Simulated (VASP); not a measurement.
Runs of VASP 6.6.1 on HfO2. The structure is that of space group Fm-3m (No. 225), or close to it. The cells are those of the table. 

```tsv
task	cell	cutoff (eV)	gap on the mesh (eV)	pressure (GPa)	largest force (eV/Å)
single point	a = 3.568 Å, angles 60.0°, 3 atoms	520	3.63	-10.2	-
electric field gradients	a = 3.653 Å, angles 58.7°, 3 atoms	520	3.53	-19.0	0.13
single point	a = 3.617 Å, angles 60.0°, 3 atoms	600	3.53	(a)	-
single point	a = 3.653, b = 3.653, c = 3.617 Å, angles 60.3, 60.3, 59.3°, 3 atoms	520	3.38	-23.1	-
single point	a = 3.599, b = 3.599, c = 3.617 Å, angles 59.8, 59.8, 60.3°, 3 atoms	520	(c)	(b)	-
single point	a = 3.581 Å, angles 61.3°, 3 atoms	520	3.53	-19.0	0.19
electric field gradients	a = 3.617 Å, angles 60.0°, 3 atoms	520	3.52	-19.3	-
single point	a = 3.653 Å, angles 58.7°, 3 atoms	520	3.53	-19.0	0.13
```

Alike in all rows: level LDA; potentials or basis VASP PAW LDA potentials, release 64 (Hf_pv, O); no spin polarisation; k mesh 8 × 8 × 8; smearing fermi-dirac 0.01 eV.

**Question.** Estimate the missing entries.

**Answer.** (a) -19.6; (b) -17.2; (c) 3.47.

Caveats: spin-orbit coupling is left out, which moves the levels of the heavy elements.

A k mesh can miss the band edges, and the runs leave out spin-orbit coupling on Hf.
